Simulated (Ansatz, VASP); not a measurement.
**One calculation of SiB4Mo, two programs**

```xyz
6
Lattice="0.0000 3.5778 3.5778 3.5778 0.0000 3.5778 3.5778 3.5778 0.0000" Properties=species:S:1:pos:R:3 pbc="T T T"
Si    1.7889    1.7889    1.7889
B     5.9743    5.9743    5.9743
B     4.7591    4.7591    5.9743
B     4.7591    5.9743    4.7591
B     5.9743    4.7591    4.7591
Mo    0.0000    0.0000    0.0000
```

Alike in both runs: functional PBE; k mesh 4 × 4 × 4; occupations gaussian, width 0.1 eV; no spin polarisation.

Ansatz relaxed the structure, and its values are those at the end. VASP's run is a single point on that final structure, the one shown.

|  | VASP | Ansatz |
| --- | --- | --- |
| version | VASP 6.6.1 | Ansatz 0.2.0 |
| potentials or method | VASP PAW PBE potentials, release 64 (Si, B, Mo_sv), cutoff 520 eV | scalar-relativistic, plane waves, PAW |
| valence electrons in the cell | 30 | 30 |

|  | VASP | Ansatz | Ansatz less VASP |
| --- | --- | --- | --- |
| gap on the k mesh at the Fermi level (eV) | none | none | - |
| pressure (GPa) | 0.1 | 0.0 | -0.04 |

A gap of «none» marks a metal or a gap that the smearing closes.

The k mesh is coarse, so the values compare programs but aren't converged.
